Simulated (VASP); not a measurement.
Crystal: P.

```
P
1.0
    -1.95499    1.95499    3.89925
     1.95499   -1.95499    3.89925
     1.95499    1.95499   -3.89925
P
4
Direct
  0.37500 0.98638 0.11138
  0.73638 0.12500 0.11138
  0.01362 0.62500 0.88862
  0.87500 0.26362 0.88862
```

The cell was generated, and may not be a known phase.

- Program: VASP 6.6.1
- Task: relaxation of cell and atoms
- Functional: PBE
- Potentials or basis: VASP PAW PBE potentials, release 64 (P)
- Cutoff: 600 eV
- k mesh: 6 × 6 × 6
- Occupations: gaussian, width 0.1 eV
- Spin: no spin polarisation

At the start: pressure 29.5 GPa; volume 14.90 Å³/atom.

Question: Where does the relaxation end?

Answer: Over 17 steps the energy falls by 754.7 meV/atom and the volume is 15.06 Å³/atom (+1.1 %); space group I4_122 (No. 98, to 0.1 Å) before and after.

Step by step:
| step | energy change (eV) | largest force (eV/Å) | pressure (GPa) | volume (Å³) |
| --- | --- | --- | --- | --- |
| 1 | 0.0000 | 0.1036 | 29.48 | 59.61 |
| 2 | -1.5717 | 0.1113 | -7.97 | 85.37 |
| 3 | -1.9342 | 0.0492 | -0.95 | 75.05 |
| 4 | -1.9344 | 0.0416 | -1.40 | 75.49 |
| 5 | -1.9567 | 0.2372 | -0.41 | 74.06 |
| 6 | -1.9600 | 0.3661 | 0.19 | 73.31 |
| 7 | -1.9824 | 0.4639 | 0.15 | 72.62 |
| 8 | -2.1188 | 0.8187 | 0.16 | 70.54 |
| 9 | -2.5380 | 1.0241 | 1.56 | 66.36 |
| 10 | -2.9349 | 0.4187 | 5.18 | 57.94 |
| 11 | -2.9539 | 0.6932 | 3.24 | 59.95 |
| 12 | -2.9613 | 0.5736 | 4.21 | 59.01 |
| 13 | -2.9751 | 0.4086 | 3.76 | 58.90 |
| 14 | -2.9802 | 0.2320 | 3.30 | 58.77 |
| 15 | -2.9946 | 0.1868 | 2.63 | 59.08 |
| 16 | -3.0175 | 0.0567 | 0.62 | 59.99 |
| 17 | -3.0188 | 0.0226 | 0.08 | 60.25 |

Final structure:
```xyz
4
Lattice="-1.7287 1.7287 5.0403 1.7287 -1.7287 5.0403 1.7287 1.7287 -5.0403" Properties=species:S:1:pos:R:3 pbc="T T T"
P     0.9575   -0.8643    6.3004
P    -0.8643    0.9575    3.7802
P     2.5930    0.7712   -1.2601
P     0.7712    2.5930    1.2601
```

Caveat: a cell axis changed by over 15 % at a fixed basis, so the end point is rough.
